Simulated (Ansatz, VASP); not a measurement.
## C: VASP beside Ansatz

The input INCAR:

```
ALGO = Normal
EDIFF = 1E-8
ENCUT = 520
GGA = CA
GGA_COMPAT = F
ISIF = 2
ISMEAR = -1
LASPH = T
LCHARG = F
LEFG = T
LREAL = F
LWAVE = F
NBANDS = 11
NELM = 120
PREC = Accurate
SIGMA = 0.03
```

File KPOINTS:

```
k-points
0
Gamma
  16 16 16
```

File POSCAR:

```
C
1.0
    0.0178340000      1.7923170000      1.7923170000
    1.7923170000      0.0178340000      1.7923170000
    1.7923170000      1.7923170000      0.0178340000
C
2
Direct
    0.5000000000      0.5000000000      0.5000000000
    0.7500000000      0.7500000000      0.7500000000
```

Input for Ansatz:

```yaml
crystal:
  lattice:
    - [0.017834, 1.792317, 1.792317]
    - [1.792317, 0.017834, 1.792317]
    - [1.792317, 1.792317, 0.017834]
  atoms:
    - { symbol: C, position: [0.5, 0.5, 0.5] }
    - { symbol: C, position: [0.75, 0.75, 0.75] }
kpoints:
  mp_grid: { grid: [16, 16, 16] }
scf:
  occupations: { method: fermi_dirac, width: 0.03 }
hamiltonian:
  xc: lda
  pseudopotentials: { kind: all_electron, datasets: crystal }
output:
  forces: true
  stress: true
  eigenvalues: true
  efg: { contact_densities: true }
```

Change from the starting cell: equal xy, yz and zx shear strains of +1 %, crystal datasets.

Alike in both runs: task electric field gradients; functional LDA; k mesh 16 × 16 × 16; occupations fermi-dirac, width 0.03 eV; no spin polarisation.

|  | VASP | Ansatz |
| --- | --- | --- |
| version | VASP 6.6.1 | Ansatz 0.2.0 |
| potentials or method | VASP PAW LDA potentials, release 64 (C), cutoff 520 eV | all-electron PAW with datasets made for the crystal, scalar-relativistic |

Ansatz gave:

- gap on the k mesh at the Fermi level (eV): 4.09
- pressure (GPa): -12.8
- traceless stress, the component that is largest in VASP (GPa): -5.51
- rms of the force components (eV/Å): 0.018
- size of Vzz on the site where it differs most (V/Å²): 2.1

Question: Which values does VASP return?

Answer: gap on the k mesh at the Fermi level (eV): 4.08; pressure (GPa): -11.5; traceless stress, the component that is largest in VASP (GPa): -5.53; rms of the force components (eV/Å): 0.020; size of Vzz on the site where it differs most (V/Å²): 2.2.

LDA's correlation is that of Perdew and Zunger in VASP and of Perdew and Wang (1992) in Ansatz. Atom by atom the forces differ by 0.003 eV/Å (rms over components). Ansatz ran all-electron here, and VASP with PAW potentials.
